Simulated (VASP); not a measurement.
# CuSi16 (a cell with a defect) in VASP: single point with LDA

Aim: the single point of CuSi16 (a cell with a defect) with LDA.

Program: VASP 6.6.1. These are calculated values, not measurements. Logs are shortened: lines on timing, memory, paths and dates and some standing lists are left out, and cuts for length are marked.

## (1) The cell of the first run

The cell holds a defect, 17 atoms: a = 7.679 Å, b = 7.679 Å, c = 7.679 Å, α = 60.00°, β = 60.00°, γ = 60.00°.

## (2) Single point, LDA

INCAR reads:

```
ALGO     = Normal         # electronic algorithm
EDIFF    = 1E-7           # SCF threshold, eV
ENCUT    = 520            # plane-wave cutoff, eV
GGA      = CA             # functional
ISIF     = 2              # what is computed and relaxed
ISMEAR   = -1             # smearing method
LASPH    = True           # aspherical terms in the spheres
LCHARG   = False          # write CHGCAR
LREAL    = Auto         
LWAVE    = False          # write WAVECAR
NBANDS   = 52             # bands
NELECT   = 74.0         
NELM     = 60             # most SCF steps
PREC     = Accurate       # precision mode
SIGMA    = 0.05           # smearing width, eV
```

KPOINTS reads:

```
k-points
0
Gamma
  2 2 2
```

POSCAR reads:

```
CuSi16
1.0
    0.0000000000      5.4300000000      5.4300000000
    5.4300000000      0.0000000000      5.4300000000
    5.4300000000      5.4300000000      0.0000000000
Si Cu
16 1
Direct
    0.0067324597      0.0056984089     -0.0154519959
    0.1266096831      0.1257745592      0.1158884611
   -0.0098142115     -0.0107840527      0.4889885245
    0.1142405375      0.1134558957      0.6132641524
    0.0097104053      0.4983875275     -0.0018113451
    0.1417211529      0.6180937168      0.1179147036
    0.0067462939      0.4847566676      0.5054795270
    0.1265950966      0.6161128598      0.6255748790
    0.4992444581      0.0088178687     -0.0018403840
    0.6190136397      0.1405800269      0.1180643239
    0.4856514633      0.0058007976      0.5055670168
    0.6170781955      0.1257168946      0.6255312063
    0.5126392167      0.5114566213      0.0112020240
    0.6367051479      0.6358303459      0.1356423825
    0.4992332799      0.4983479416      0.5086237843
    0.6190394888      0.6182701063      0.6403258476
    0.8090328927      0.8079331143      0.3076892921
```

Potentials or basis: VASP PAW LDA potentials, release 64 (Si, Cu).

Launch:

```
$ cat potpaw_LDA.64/Si/POTCAR potpaw_LDA.64/Cu/POTCAR > POTCAR
$ mpirun -np 1 vasp_std > vasp.out
```

OUTCAR:

```text
EDIFF = 1E-7
   ENCUT = 520
   GGA = CA
   ISIF = 2
   ISMEAR = -1
   LASPH = True
   LREAL = Auto
   NELECT = 74.0
   NELM = 60
   PREC = Accurate

 ion  position               nearest neighbor table
   1  0.007  0.006  0.985-   2 2.33   4 2.34  17 2.35   6 2.43  10 2.43
   2  0.127  0.126  0.116-   1 2.33   5 2.34   9 2.34   3 2.34
   3  0.990  0.989  0.489-   4 2.34   2 2.34   8 2.34  12 2.34
   4  0.114  0.113  0.613-   3 2.34   1 2.34   7 2.34  11 2.34
   5  0.010  0.498  0.998-   6 2.33   2 2.34   8 2.34  14 2.35
   6  0.142  0.618  0.118-   5 2.33  17 2.34  13 2.34   7 2.43   1 2.43
   7  0.007  0.485  0.505-   8 2.33   4 2.34  17 2.35   6 2.43  16 2.43
   8  0.127  0.616  0.626-   7 2.33   5 2.34  15 2.34   3 2.34
   9  0.499  0.009  0.998-  10 2.33  12 2.34   2 2.34  14 2.35
  10  0.619  0.141  0.118-   9 2.33  17 2.34  13 2.34  11 2.43   1 2.43
  11  0.486  0.006  0.506-  12 2.33   4 2.34  17 2.36  10 2.43  16 2.43
  12  0.617  0.126  0.626-  11 2.33   9 2.34  15 2.34   3 2.34
  13  0.513  0.511  0.011-  10 2.34  16 2.34   6 2.34  14 2.34
  14  0.637  0.636  0.136-  13 2.34  15 2.35   9 2.35   5 2.35
  15  0.499  0.498  0.509-  16 2.33  12 2.34   8 2.34  14 2.35
  16  0.619  0.618  0.640-  15 2.33  17 2.34  13 2.34  11 2.43   7 2.43
  17  0.809  0.808  0.308-  16 2.34  10 2.34   6 2.34   1 2.35   7 2.35  11 2.36

  LATTYP: Found a face centered cubic cell.
 ALAT       =    10.8600000000

  Lattice vectors:

 A1 = (   0.0000000000,   5.4300000000,   5.4300000000)
 A2 = (   5.4300000000,   0.0000000000,   5.4300000000)
 A3 = (   5.4300000000,   5.4300000000,   0.0000000000)

Analysis of symmetry for initial positions (statically):
[... 5 lines left out ...]
 face centered cubic supercell.

 Subroutine GETGRP returns: Found  1 space group operations
 (whereof  1 operations were pure point group operations)
 out of a pool of 48 trial point group operations.

The static configuration has the point symmetry C_1 .

Analysis of symmetry for dynamics (positions and initial velocities):
[... 5 lines left out ...]
 face centered cubic supercell.

 Subroutine GETGRP returns: Found  1 space group operations
 (whereof  1 operations were pure point group operations)
 out of a pool of 48 trial point group operations.

The dynamic configuration has the point symmetry C_1 .

 Subroutine INISYM returns: Found  1 space group operations
 (whereof  1 operations are pure point group operations),
 and found     1 'primitive' translations

----------------------------------------------------------------------------------------

                                     Primitive cell

  volume of cell :     320.2060

  direct lattice vectors                    reciprocal lattice vectors
     0.000000000  5.430000000  5.430000000    -0.092081031  0.092081031  0.092081031
     5.430000000  0.000000000  5.430000000     0.092081031 -0.092081031  0.092081031
     5.430000000  5.430000000  0.000000000     0.092081031  0.092081031 -0.092081031

  length of vectors
     7.679179644  7.679179644  7.679179644     0.159489025  0.159489025  0.159489025

  position of ions in fractional coordinates (direct lattice)
     0.006732460  0.005698409  0.984548004
     0.126609683  0.125774559  0.115888461
     0.990185788  0.989215947  0.488988525
     0.114240538  0.113455896  0.613264152
     0.009710405  0.498387528  0.998188655
     0.141721153  0.618093717  0.117914704
[... 9 lines left out ...]
     0.619039489  0.618270106  0.640325848
     0.809032893  0.807933114  0.307689292

  ion indices of the primitive-cell ions
   primitive index   ion index
                 1           1
                 2           2
                 3           3
                 4           4
                 5           5
                 6           6
[... 9 lines left out ...]
                16          16
                17          17

----------------------------------------------------------------------------------------

 KPOINTS: k-points

Automatic generation of k-mesh.
 Grid dimensions read from file:
 generate k-points for:    2    2    2

 Generating k-lattice:

  Cartesian coordinates                     Fractional coordinates (reciprocal lattice)
    -0.046040516  0.046040516  0.046040516     0.500000000  0.000000000  0.000000000
     0.046040516 -0.046040516  0.046040516     0.000000000  0.500000000  0.000000000
     0.046040516  0.046040516 -0.046040516     0.000000000  0.000000000  0.500000000

  Length of vectors
     0.079744512  0.079744512  0.079744512

  Shift w.r.t. Gamma in fractional coordinates (k-lattice)
     0.000000000  0.000000000  0.000000000

 Subroutine IBZKPT returns following result:
 ===========================================

 Found      8 irreducible k-points:

 Following reciprocal coordinates:
            Coordinates               Weight
  0.000000  0.000000  0.000000      1.000000
  0.500000  0.000000  0.000000      1.000000
  0.000000  0.500000  0.000000      1.000000
  0.000000  0.000000  0.500000      1.000000
  0.500000  0.500000  0.500000      1.000000
  0.500000  0.500000  0.000000      1.000000
  0.000000  0.500000  0.500000      1.000000
  0.500000  0.000000  0.500000      1.000000
   k-points           NKPTS =      8   k-points in BZ     NKDIM =      8   number of bands    NBANDS=     52
   number of dos      NEDOS =    301   number of ions     NIONS =     17
   total plane-waves  NPLWV = 216000
   dimension x,y,z NGX =    60 NGY =   60 NGZ =   60
   dimension x,y,z NGXF=   120 NGYF=  120 NGZF=  120
   ions per type =              16   1
   NGX,Y,Z   is equivalent  to a cutoff of  12.99, 12.99, 12.99 a.u.
   NGXF,Y,Z  is equivalent  to a cutoff of  25.98, 25.98, 25.98 a.u.
 SYSTEM =  unknown system
   PREC   = accura    normal or accurate (medium, high low for compatibility)
   ISTART =      0    job   : 0-new  1-cont  2-samecut
   ICHARG =      2    charge: 1-file 2-atom 10-const
   ISPIN  =      1    spin polarized calculation?
   LNONCOLLINEAR =      F non collinear calculations
   LSORBIT =      F    spin-orbit coupling
   LASPH  =      T    aspherical Exc in radial PAW
   ENCUT  =  520.0 eV  38.22 Ry    6.18 a.u.  14.28 14.28 14.28*2*pi/ulx,y,z
   NELM   =     60;   NELMIN=  2; NELMDL= -5     # of ELM steps
   EDIFF  = 0.1E-06   stopping-criterion for ELM
   LREAL  =      T    real-space projection
   EDIFFG = 0.1E-05   stopping-criterion for IOM
   NSW    =      0    number of steps for IOM
   IBRION =     -1    ionic relax: 0-MD 1-quasi-New 2-CG
   NFREE  =      0    steps in history (QN), initial steepest desc. (CG)
   ISIF   =      2    stress and relaxation
   ISYM   =      2    0-nonsym 1-usesym 2-fastsym
   POTIM  = 0.5000    time-step for ionic-motion
   TEBEG  =    0.0;   TEEND  =   0.0 temperature during run
   PSTRESS=    0.0 pullay stress
   NELECT =      74.0000    total number of electrons
   NUPDOWN=      -1.0000    fix difference up-down
   EMIN   =  10.00;   EMAX   =-10.00  energy-range for DOS
   EFERMI =   0.00;   METHOD = LEGACY
   ISMEAR =    -1;   SIGMA  =   0.05  broadening in eV -4-tet -1-fermi 0-gaus
   EFERMI_NEDOS =   21; number of points for ismear=-14 and -15
   IALGO  =     38    algorithm
   IMIX   =      4    mixing-type and parameters
     AMIX     =   0.40;   BMIX     =  1.00
     AMIX_MAG =   1.60;   BMIX_MAG =  1.00
  volume/ion in A,a.u.               =      18.84       127.11
  Fermi-wavevector in a.u.,A,eV,Ry     =   1.004636  1.898488 13.732283  1.009294
  Thomas-Fermi vector in A             =   2.137265
   LORBIT       =      0    0 simple, 1 ext, 2 COOP (PROOUT), +10 PAW based schemes
   GGA     = CA    functional components
   LHFCALC =     F    Hartree Fock is set to
   AEXX    =    0.0000 exact exchange contribution
   IVDW    =     0    specifies the selected vdW correction
   LEPSILON=     F    determine dielectric tensor
   LRPA    =     F    only Hartree local field effects (RPA)
 non-spin polarized calculation
  energy-cutoff  :      520.00
  volume of cell :      320.21
 maximum number of plane-waves:      8646
 NGX is ok and might be reduce to    60
   NGX = 29   NGY = 29   NGZ = 29

 number of electron      74.0000001 magnetization

 Free energy of the ion-electron system (eV)
  ---------------------------------------------------
  ext. energy  EPLUGINS =         0.00000000
  ---------------------------------------------------
  free energy    TOTEN  =      -103.88990112 eV

  energy without entropy =     -103.86686751  energy(sigma->0) =     -103.87838432

 E-fermi :   6.3132     XC(G=0):  -9.8186

 val. band max:        6.2964707718   @ k =   0.0000   0.0000   0.0000
 cond. band min:       6.3749372980   @ k =   0.0000   0.0000   0.0000
 fundamental gap:      0.0784665262
 Fermi energy:         6.3132356035

 k-point     1 :       0.0000    0.0000    0.0000
  band No.  band energies     occupation
      1      -5.9726      2.00000
      2      -3.6338      2.00000
      3      -3.5726      2.00000
      4      -3.5722      2.00000
      5      -3.5031      2.00000
      6      -2.0292      2.00000
[... 41 lines left out ...]
     48       8.3502      0.00000
     49       8.3525      0.00000

 k-point     2 :       0.5000    0.0000    0.0000
  band No.  band energies     occupation
      1      -5.2692      2.00000
      2      -5.0511      2.00000
      3      -3.4091      2.00000
      4      -3.3099      2.00000
      5      -3.1704      2.00000
      6      -3.1504      2.00000
[... 41 lines left out ...]
     48       9.7039      0.00000
     49       9.8077      0.00000

 k-point     3 :       0.0000    0.5000    0.0000
  band No.  band energies     occupation
      1      -5.2693      2.00000
      2      -5.0509      2.00000
      3      -3.4092      2.00000
      4      -3.3103      2.00000
      5      -3.1704      2.00000
      6      -3.1507      2.00000
[... 249 lines left out ...]
     48      10.3058      0.00000
     49      10.3230      0.00000

 k-point     8 :       0.5000    0.0000    0.5000
  band No.  band energies     occupation
      1      -5.0359      2.00000
      2      -4.7658      2.00000
      3      -3.9928      2.00000
      4      -3.8460      2.00000
      5      -3.8096      2.00000
      6      -3.7770      2.00000
[... 41 lines left out ...]
     48      10.3065      0.00000
     49      10.3223      0.00000
 [bands above 49 left out]

------------------------ aborting loop because EDIFF is reached ----------------------------------------

  FORCE on cell =-STRESS in cart. coord.  units (eV):
  Direction    XX          YY          ZZ          XY          YZ          ZX
  --------------------------------------------------------------------------------------
  -------------------------------------------------------------------------------------
  Total       -8.7175513     -8.7121312     -8.7105085      0.4340173      0.4079614      0.4295269
  in kB      -43.6189903    -43.5918708    -43.5837513      2.1716417      2.0412687      2.1491734
  external PRESSURE =     -43.5982041 kB  Pullay stress =       0.0000000 kB

 VOLUME and BASIS-vectors are now :
 -----------------------------------------------------------------------------
  energy-cutoff  :      520.00
  volume of cell :      320.21
      direct lattice vectors                 reciprocal lattice vectors
     0.000000000  5.430000000  5.430000000    -0.092081031  0.092081031  0.092081031
     5.430000000  0.000000000  5.430000000     0.092081031 -0.092081031  0.092081031
     5.430000000  5.430000000  0.000000000     0.092081031  0.092081031 -0.092081031

 POSITION                                       TOTAL-FORCE (eV/Angst)
 -----------------------------------------------------------------------------------
      5.37704      5.38265      0.06750         0.010104      0.011402      0.018362
      1.31223      1.31676      1.37045        -0.009911     -0.008366     -0.011196
      8.02665      8.03192     10.74815         0.014685      0.013728      0.013315
      3.94609      3.95035      1.23639        -0.022569     -0.017789     -0.017267
      8.12641      5.47289      2.75897         0.012783      0.007744      0.007858
      3.99653      1.40982      4.12579        -0.015971     -0.009112     -0.008389
[... 9 lines left out ...]
      6.83418      6.83835      6.71859        -0.007546     -0.006935     -0.015196
      6.05783      6.06380      8.78013        -0.001965     -0.006427     -0.007190
 -----------------------------------------------------------------------------------
    total drift:                                0.005019     -0.001248     -0.002036

  FREE ENERGIE OF THE ION-ELECTRON SYSTEM (eV)
  ---------------------------------------------------
  free  energy   TOTEN  =      -103.8899011246 eV

  energy  without entropy=     -103.8668675065  energy(sigma->0) =     -103.87838432
```

Wall time 13 min (1 thread of AMD EPYC 7R43 (Zen 3), shared host); peak memory 0.38 GiB.

Results:

- Free energy: -103.8899 eV
- Largest force: 0.041 eV/Å

Forces in eV/Å, atoms in the order of the input:
```
Si   0.010  0.011  0.018
Si  -0.010 -0.008 -0.011
Si   0.015  0.014  0.013
Si  -0.023 -0.018 -0.017
Si   0.013  0.008  0.008
Si  -0.016 -0.009 -0.008
Si   0.010  0.019  0.011
Si  -0.010 -0.012 -0.008
Si   0.006  0.013  0.007
Si  -0.008 -0.016 -0.007
Si   0.021  0.009  0.008
Si  -0.011 -0.010 -0.010
Si   0.025  0.023  0.024
Si  -0.019 -0.017 -0.017
Si   0.006  0.007  0.013
Si  -0.008 -0.007 -0.015
Cu  -0.002 -0.006 -0.007
```

Levels at points of the mesh, in eV from the Fermi level:
```csv
k point,band 33,band 34,band 35,band 36,band 37,band 38,band 39,band 40,band 41,band 42
"(0.00, 0.00, 0.00)",-1.12,-1.11,-0.50,-0.19,-0.02,0.06,0.07,0.49,0.49,0.70
"(0.50, 0.00, 0.00)",-1.98,-1.03,-0.98,-0.88,-0.70,0.61,0.97,1.04,1.24,1.34
"(0.00, 0.50, 0.00)",-1.98,-1.03,-0.98,-0.88,-0.70,0.61,0.97,1.04,1.24,1.34
"(0.00, 0.00, 0.50)",-1.98,-1.03,-0.98,-0.88,-0.70,0.61,0.97,1.04,1.24,1.34
"(0.50, 0.50, 0.50)",-2.16,-0.88,-0.88,-0.50,-0.50,0.48,0.95,1.42,1.42,1.49
"(0.50, 0.50, 0.00)",-1.80,-1.65,-1.44,-1.43,-1.14,0.66,0.77,1.85,2.03,2.15
"(0.00, 0.50, 0.50)",-1.80,-1.65,-1.44,-1.43,-1.15,0.66,0.77,1.85,2.03,2.15
"(0.50, 0.00, 0.50)",-1.80,-1.65,-1.44,-1.43,-1.14,0.66,0.77,1.85,2.03,2.15
```

Caveat: the k points lie up to 0.50 Å⁻¹ apart; the cell carries a net charge on a neutralising background, which shifts energy and pressure; the cell is charged against a uniform background, so pressure and absolute levels hang on convention.
